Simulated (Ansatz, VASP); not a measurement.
**GaAs: VASP beside Ansatz**

```
Ga As
1.0
     3.71740    0.00000    0.00000
    -1.85870    3.21936    0.00000
     0.00000    0.00000    6.30760
Ga As
2 2
Direct
  0.00000 0.00000 0.00000
  0.00000 0.00000 0.50000
  0.33333 0.66667 0.25000
  0.66667 0.33333 0.75000
```

Alike in both runs: task single point; functional r2SCAN; dispersion rVV10; k mesh 12 × 12 × 6; occupations fermi-dirac, width 0.03 eV; no spin polarisation.

```csv
,VASP,Ansatz
version,VASP 6.6.1,Ansatz 0.2.0
potentials or method,"VASP PAW PBE potentials, release 64 (Ga_d, As)","plane waves, PAW"
plane-wave cutoff (eV),520,500
valence electrons in the cell,36,56
```

VASP gave:

```
pressure (GPa)                                                : 0.2
traceless stress, the component that is largest in VASP (GPa) : -0.78
```

Task: Which values does Ansatz return?

Result: Pressure (GPa): 0.0; traceless stress, the component that is largest in VASP (GPa): -0.79.

VASP's potentials were made for PBE, not for r2SCAN. VASP's potentials hold 36 valence electrons a cell and Ansatz's 56, so a difference there can come from the potentials and not from the codes.
